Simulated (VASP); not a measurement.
A run of VASP 6.6.1:

Contents of INCAR:

```
PREC     = Accurate       # precision mode
ENCUT    = 520            # plane-wave cutoff, eV
EDIFF    = 1E-6           # SCF threshold, eV
ISMEAR   = -1             # smearing method
SIGMA    = 0.05           # smearing width, eV
LREAL    = F              # projectors in reciprocal space
LASPH    = T              # aspherical terms in the spheres
NELM     = 100            # most SCF steps
ALGO     = Normal         # electronic algorithm
ISIF     = 2              # what is computed and relaxed
LWAVE    = F              # write WAVECAR
LCHARG   = F              # write CHGCAR
GGA      = CA             # functional
NBANDS   = 25             # bands
```

The input KPOINTS:

```
regular mesh
0
Gamma
  7 7 9
```

POSCAR

```
Ti
1.0
    4.6569539421      0.0000000000      0.0000000000
   -2.3284769710      4.0330404181      0.0000000000
    0.0000000000      0.0000000000      2.8816748970
Ti
3
Direct
    0.6666666667      0.3333333333      0.5000000000
    0.3333333333      0.6666666667      0.5000000000
    0.0000000000      0.0000000000      0.0000000000
```

Potentials or basis: VASP PAW LDA potentials, release 64 (Ti_sv).

Command:

```console
$ cat potpaw_LDA.64/Ti_sv/POTCAR > POTCAR
$ mpirun -np 1 vasp_std > vasp.out
```

Hardware: 1 thread of Intel Xeon 6975P-C, on a shared host.

Q: Estimate the wall time of this run.

A: Run time: 90 s on 1 thread of Intel Xeon 6975P-C (shared host), peak memory 0.17 GiB. Counts: scf iterations 15, k points 40.
